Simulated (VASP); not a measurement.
# SnTe (F-43m) in VASP: further runs

Runs on SnTe. Level: PBEsol. Tasks: single point.

Everything below comes from runs of VASP 6.6.1. Logs are shortened: lines on timing, memory, paths and dates and some standing lists are left out, and cuts for length are marked.

## (1) The cell of the first run

Symmetry: F-43m, No. 216, cubic system. Conventional cell: a = 7.317 Å, b = 7.317 Å, c = 7.317 Å, α = 90.00°, β = 90.00°, γ = 90.00°. Sn (site symmetry -43m) has 4 Te at 3.17 Å within 4.2 Å. Within 4.2 Å of Te (site symmetry -43m) lie 4 Sn at 3.17 Å.

## (2) Single point, PBEsol

File INCAR:

```
SYSTEM = SnTe
PREC = Accurate
ENCUT = 500
EDIFF = 1E-6
ISMEAR = 0
SIGMA = 0.01
LREAL = .False.
LASPH = .True.
NELM = 120
ALGO = Normal
ISIF = 2
LWAVE = .False.
LCHARG = .True.
GGA = PS
LELF = .True.
LVHAR = .True.
NBANDS = 17
GGA_COMPAT = .False.
```

File KPOINTS:

```
Automatic mesh
0
Gamma
  6 6 6
  0 0 0
```

File POSCAR:

```
SnTe
1.0
    0.0000000000      3.6586705811      3.6586705811
    3.6586705811      0.0000000000      3.6586705811
    3.6586705811      3.6586705811      0.0000000000
Sn Te
1 1
Direct
    0.0000000000      0.0000000000      0.0000000000
    0.7500000000      0.7500000000      0.7500000000
```

Potentials or basis: VASP PAW PBE potentials, release 64 (Sn_d, Te).

On the command line:

```bash
$ cat potpaw_PBE.64/Sn_d/POTCAR potpaw_PBE.64/Te/POTCAR > POTCAR
$ mpirun -np 1 vasp_std > vasp.out
```

OUTCAR:

```text
SYSTEM = SnTe
   PREC = Accurate
   ENCUT = 500
   EDIFF = 1E-6
   ISMEAR = 0
   LREAL = .False.
   LASPH = .True.
   NELM = 120
   ISIF = 2
   GGA = PS

 ion  position               nearest neighbor table
   1  0.000  0.000  0.000-   2 3.17   2 3.17   2 3.17   2 3.17
   2  0.750  0.750  0.750-   1 3.17   1 3.17   1 3.17   1 3.17

  LATTYP: Found a face centered cubic cell.
 ALAT       =     7.3173411622

  Lattice vectors:

 A1 = (   0.0000000000,   3.6586705811,   3.6586705811)
 A2 = (   3.6586705811,   0.0000000000,   3.6586705811)
 A3 = (   3.6586705811,   3.6586705811,   0.0000000000)

Analysis of symmetry for initial positions (statically):
=====================================================================
 Subroutine PRICEL returns:
 Original cell was already a primitive cell.

 Routine SETGRP: Setting up the symmetry group for a
 face centered cubic supercell.

 Subroutine GETGRP returns: Found 24 space group operations
 (whereof 24 operations were pure point group operations)
 out of a pool of 48 trial point group operations.

The static configuration has the point symmetry T_d .

Analysis of symmetry for dynamics (positions and initial velocities):
=====================================================================
 Subroutine PRICEL returns:
 Original cell was already a primitive cell.

 Routine SETGRP: Setting up the symmetry group for a
 face centered cubic supercell.

 Subroutine GETGRP returns: Found 24 space group operations
 (whereof 24 operations were pure point group operations)
 out of a pool of 48 trial point group operations.

The dynamic configuration has the point symmetry T_d .

 Subroutine INISYM returns: Found 24 space group operations
 (whereof 24 operations are pure point group operations),
 and found     1 'primitive' translations

----------------------------------------------------------------------------------------

                                     Primitive cell

  volume of cell :      97.9490

  direct lattice vectors                    reciprocal lattice vectors
     0.000000000  3.658670581  3.658670581    -0.136661661  0.136661661  0.136661661
     3.658670581  0.000000000  3.658670581     0.136661661 -0.136661661  0.136661661
     3.658670581  3.658670581  0.000000000     0.136661661  0.136661661 -0.136661661

  length of vectors
     5.174141556  5.174141556  5.174141556     0.236704941  0.236704941  0.236704941

  position of ions in fractional coordinates (direct lattice)
     0.000000000  0.000000000  0.000000000
     0.750000000  0.750000000  0.750000000

  ion indices of the primitive-cell ions
   primitive index   ion index
                 1           1
                 2           2

----------------------------------------------------------------------------------------

 KPOINTS: Automatic mesh

Automatic generation of k-mesh.
 Grid dimensions read from file:
 generate k-points for:    6    6    6

 Generating k-lattice:

  Cartesian coordinates                     Fractional coordinates (reciprocal lattice)
    -0.022776944  0.022776944  0.022776944     0.166666667  0.000000000  0.000000000
     0.022776944 -0.022776944  0.022776944     0.000000000  0.166666667  0.000000000
     0.022776944  0.022776944 -0.022776944     0.000000000  0.000000000  0.166666667

  Length of vectors
     0.039450823  0.039450823  0.039450823

  Shift w.r.t. Gamma in fractional coordinates (k-lattice)
     0.000000000  0.000000000  0.000000000

 Subroutine IBZKPT returns following result:
 ===========================================

 Found     16 irreducible k-points:

 Following reciprocal coordinates:
            Coordinates               Weight
  0.000000  0.000000  0.000000      1.000000
  0.166667  0.000000  0.000000      8.000000
  0.333333  0.000000  0.000000      8.000000
  0.500000  0.000000  0.000000      4.000000
  0.166667  0.166667  0.000000      6.000000
  0.333333  0.166667  0.000000     24.000000
[... 8 lines left out ...]
 -0.333333  0.333333  0.166667     24.000000
 -0.333333  0.500000  0.166667     12.000000
   k-points           NKPTS =     16   k-points in BZ     NKDIM =     16   number of bands    NBANDS=     17
   number of dos      NEDOS =    301   number of ions     NIONS =      2
   total plane-waves  NPLWV =  64000
   dimension x,y,z NGX =    40 NGY =   40 NGZ =   40
   dimension x,y,z NGXF=    80 NGYF=   80 NGZF=   80
   ions per type =               1   1
   NGX,Y,Z   is equivalent  to a cutoff of  12.85, 12.85, 12.85 a.u.
   NGXF,Y,Z  is equivalent  to a cutoff of  25.70, 25.70, 25.70 a.u.
 SYSTEM =  SnTe
   PREC   = accura    normal or accurate (medium, high low for compatibility)
   ISTART =      0    job   : 0-new  1-cont  2-samecut
   ICHARG =      2    charge: 1-file 2-atom 10-const
   ISPIN  =      1    spin polarized calculation?
   LNONCOLLINEAR =      F non collinear calculations
   LSORBIT =      F    spin-orbit coupling
   LASPH  =      T    aspherical Exc in radial PAW
   ENCUT  =  500.0 eV  36.75 Ry    6.06 a.u.   9.43  9.43  9.43*2*pi/ulx,y,z
   NELM   =    120;   NELMIN=  2; NELMDL= -5     # of ELM steps
   EDIFF  = 0.1E-05   stopping-criterion for ELM
   LREAL  =      F    real-space projection
   EDIFFG = 0.1E-04   stopping-criterion for IOM
   NSW    =      0    number of steps for IOM
   IBRION =     -1    ionic relax: 0-MD 1-quasi-New 2-CG
   NFREE  =      0    steps in history (QN), initial steepest desc. (CG)
   ISIF   =      2    stress and relaxation
   ISYM   =      2    0-nonsym 1-usesym 2-fastsym
   POTIM  = 0.5000    time-step for ionic-motion
   TEBEG  =    0.0;   TEEND  =   0.0 temperature during run
   PSTRESS=    0.0 pullay stress
   NELECT =      20.0000    total number of electrons
   NUPDOWN=      -1.0000    fix difference up-down
   EMIN   =  10.00;   EMAX   =-10.00  energy-range for DOS
   EFERMI =   0.00;   METHOD = LEGACY
   ISMEAR =     0;   SIGMA  =   0.01  broadening in eV -4-tet -1-fermi 0-gaus
   EFERMI_NEDOS =   21; number of points for ismear=-14 and -15
   IALGO  =     38    algorithm
   IMIX   =      4    mixing-type and parameters
     AMIX     =   0.40;   BMIX     =  1.00
     AMIX_MAG =   1.60;   BMIX_MAG =  1.00
  volume/ion in A,a.u.               =      48.97       330.50
  Fermi-wavevector in a.u.,A,eV,Ry     =   0.964017  1.821729 12.644295  0.929329
  Thomas-Fermi vector in A             =   2.093613
   LORBIT       =      0    0 simple, 1 ext, 2 COOP (PROOUT), +10 PAW based schemes
   GGA     = PS    functional components
   LHFCALC =     F    Hartree Fock is set to
   AEXX    =    0.0000 exact exchange contribution
   IVDW    =     0    specifies the selected vdW correction
   LEPSILON=     F    determine dielectric tensor
   LRPA    =     F    only Hartree local field effects (RPA)
 non-spin polarized calculation
 Gauss-broadening in eV      SIGMA  =   0.01
  energy-cutoff  :      500.00
  volume of cell :       97.95
 maximum number of plane-waves:      2511
 NGX is ok and might be reduce to    40
   NGX = 19   NGY = 19   NGZ = 19

 number of electron      19.9999994 magnetization

 Free energy of the ion-electron system (eV)
  ---------------------------------------------------
  ext. energy  EPLUGINS =         0.00000000
  ---------------------------------------------------
  free energy    TOTEN  =        -7.56071002 eV

  energy without entropy =       -7.56071002  energy(sigma->0) =       -7.56071002

 E-fermi :   2.6400     XC(G=0):  -7.4670

 val. band max:        2.5208865398   @ k =  -0.3333   0.5000   0.1667
 cond. band min:       2.8394568614   @ k =   0.5000   0.5000   0.0000
 fundamental gap:      0.3185703216
 Fermi energy:         2.6400444387

 k-point     1 :       0.0000    0.0000    0.0000
  band No.  band energies     occupation
      1     -18.9926      2.00000
      2     -18.9926      2.00000
      3     -18.9926      2.00000
      4     -18.9856      2.00000
      5     -18.9856      2.00000
      6      -8.6382      2.00000
[... 9 lines left out ...]
     16       9.1317      0.00000
     17      10.2406      0.00000

 k-point     2 :       0.1667    0.0000    0.0000
  band No.  band energies     occupation
      1     -18.9929      2.00000
      2     -18.9924      2.00000
      3     -18.9924      2.00000
      4     -18.9856      2.00000
      5     -18.9856      2.00000
      6      -8.5323      2.00000
[... 9 lines left out ...]
     16       8.6342      0.00000
     17       9.7673      0.00000

 k-point     3 :       0.3333    0.0000    0.0000
  band No.  band energies     occupation
      1     -18.9934      2.00000
      2     -18.9918      2.00000
      3     -18.9918      2.00000
      4     -18.9855      2.00000
      5     -18.9855      2.00000
      6      -8.2888      2.00000
[... 9 lines left out ...]
     16       8.7540      0.00000
     17       9.8922      0.00000

 k-point     4 :       0.5000    0.0000    0.0000
  band No.  band energies     occupation
      1     -18.9937      2.00000
      2     -18.9916      2.00000
      3     -18.9916      2.00000
      4     -18.9854      2.00000
      5     -18.9854      2.00000
      6      -8.1450      2.00000
[... 9 lines left out ...]
     16       9.5176      0.00000
     17       9.5176      0.00000
[... 183 lines left out ...]
      1     -18.9942      2.00000
      2     -18.9913      2.00000
      3     -18.9910      2.00000
      4     -18.9858      2.00000
      5     -18.9852      2.00000
      6      -8.1051      2.00000
[... 9 lines left out ...]
     16       9.9244      0.00000
     17      10.9492      0.00000

 k-point    15 :      -0.3333    0.3333    0.1667
  band No.  band energies     occupation
      1     -18.9942      2.00000
      2     -18.9913      2.00000
      3     -18.9907      2.00000
      4     -18.9857      2.00000
      5     -18.9853      2.00000
      6      -7.9987      2.00000
[... 9 lines left out ...]
     16       9.7713      0.00000
     17      10.8128      0.00000

 k-point    16 :      -0.3333    0.5000    0.1667
  band No.  band energies     occupation
      1     -18.9947      2.00000
      2     -18.9910      2.00000
      3     -18.9903      2.00000
      4     -18.9860      2.00000
      5     -18.9851      2.00000
      6      -7.9453      2.00000
[... 9 lines left out ...]
     16      10.5018      0.00000
     17      10.5325      0.00000

------------------------ aborting loop because EDIFF is reached ----------------------------------------

  FORCE on cell =-STRESS in cart. coord.  units (eV):
  Direction    XX          YY          ZZ          XY          YZ          ZX
  --------------------------------------------------------------------------------------
  -------------------------------------------------------------------------------------
  Total       -1.3122292     -1.3122292     -1.3122292      0.0000000      0.0000000      0.0000000
  in kB      -21.4644799    -21.4644799    -21.4644799      0.0000000      0.0000000      0.0000000
  external PRESSURE =     -21.4644799 kB  Pullay stress =       0.0000000 kB

 VOLUME and BASIS-vectors are now :
 -----------------------------------------------------------------------------
  energy-cutoff  :      500.00
  volume of cell :       97.95
      direct lattice vectors                 reciprocal lattice vectors
     0.000000000  3.658670581  3.658670581    -0.136661661  0.136661661  0.136661661
     3.658670581  0.000000000  3.658670581     0.136661661 -0.136661661  0.136661661
     3.658670581  3.658670581  0.000000000     0.136661661  0.136661661 -0.136661661

 POSITION                                       TOTAL-FORCE (eV/Angst)
 -----------------------------------------------------------------------------------
      0.00000      0.00000      0.00000        -0.000000     -0.000000      0.000000
      5.48801      5.48801      5.48801         0.000000      0.000000     -0.000000
 -----------------------------------------------------------------------------------
    total drift:                                0.000000      0.000000      0.000000

  FREE ENERGIE OF THE ION-ELECTRON SYSTEM (eV)
  ---------------------------------------------------
  free  energy   TOTEN  =        -7.5607100232 eV

  energy  without entropy=       -7.5607100232  energy(sigma->0) =       -7.56071002
```

It took 42 s on 1 thread of AMD EPYC 7R43 (Zen 3), shared host; peak memory 0.21 GiB.

What came out:

```yaml
Free_energy: -7.5607 eV
Pressure: -2.1 GPa
Band_gap_on_the_k_mesh: 0.32 eV (least direct gap 0.80 eV)
```

Caveat: semilocal functionals underestimate gaps, and a narrow one can read as zero; the PAW data sets were made with another functional, which shifts forces and pressure a little; spin-orbit coupling is left out, which moves the levels of the heavy elements.

## (3) Single point, PBEsol

This run uses another cell than the first one, of 50.86 Å³/atom.

File INCAR:

```
ALGO     = Normal         # electronic algorithm
EDIFF    = 1E-6           # SCF threshold, eV
ENCUT    = 500            # plane-wave cutoff, eV
GGA      = PS             # functional
GGA_COMPAT= F            
ISIF     = 2              # what is computed and relaxed
ISMEAR   = 0              # smearing method
LASPH    = T              # aspherical terms in the spheres
LCHARG   = F              # write CHGCAR
LREAL    = F              # projectors in reciprocal space
LWAVE    = F              # write WAVECAR
NBANDS   = 17             # bands
NELM     = 120            # most SCF steps
PREC     = Accurate       # precision mode
SIGMA    = 0.01           # smearing width, eV
```

File KPOINTS:

```
k-points
0
Gamma
  6 6 6
```

File POSCAR:

```
SnTe
1.0
    0.0000000000      3.7049877839      3.7049877839
    3.7049877839      0.0000000000      3.7049877839
    3.7049877839      3.7049877839      0.0000000000
Sn Te
1 1
Direct
    0.0000000000      0.0000000000      0.0000000000
    0.7500000000      0.7500000000      0.7500000000
```

Potentials or basis: VASP PAW PBE potentials, release 64 (Sn_d, Te).

On the command line:

```bash
$ cat potpaw_PBE.64/Sn_d/POTCAR potpaw_PBE.64/Te/POTCAR > POTCAR
$ mpirun -np 1 vasp_std > vasp.out
```

Run time: 38 s. Hardware: 1 thread of AMD EPYC 7R43 (Zen 3), shared host; peak memory 0.21 GiB.

The run converged. Its results:

* Free energy: -7.5029 eV
* Pressure: -2.8 GPa
* Band gap on the k mesh: 0.40 eV (least direct gap 0.84 eV)

Levels at points of the mesh, in eV from the valence-band top:
| k point | band 6 | band 7 | band 8 | band 9 | band 10 | band 11 | band 12 | band 13 | band 14 | band 15 |
| --- | --- | --- | --- | --- | --- | --- | --- | --- | --- | --- |
| (0.00, 0.00, 0.00) | -10.96 | -5.20 | -1.54 | -1.54 | -1.54 | 1.25 | 1.25 | 1.25 | 4.22 | 6.63 |
| (0.50, 0.00, 0.00) | -10.51 | -6.64 | -2.02 | -2.02 | -1.74 | 2.00 | 2.00 | 3.29 | 5.80 | 6.38 |
| (0.50, 0.50, 0.00) | -10.33 | -6.96 | -2.61 | -2.61 | -0.44 | 0.40 | 3.80 | 3.80 | 5.47 | 6.32 |

Caveat: semilocal functionals underestimate gaps, and a narrow one can read as zero; the PAW data sets were made with another functional, which shifts forces and pressure a little; spin-orbit coupling is left out, which moves the levels of the heavy elements.
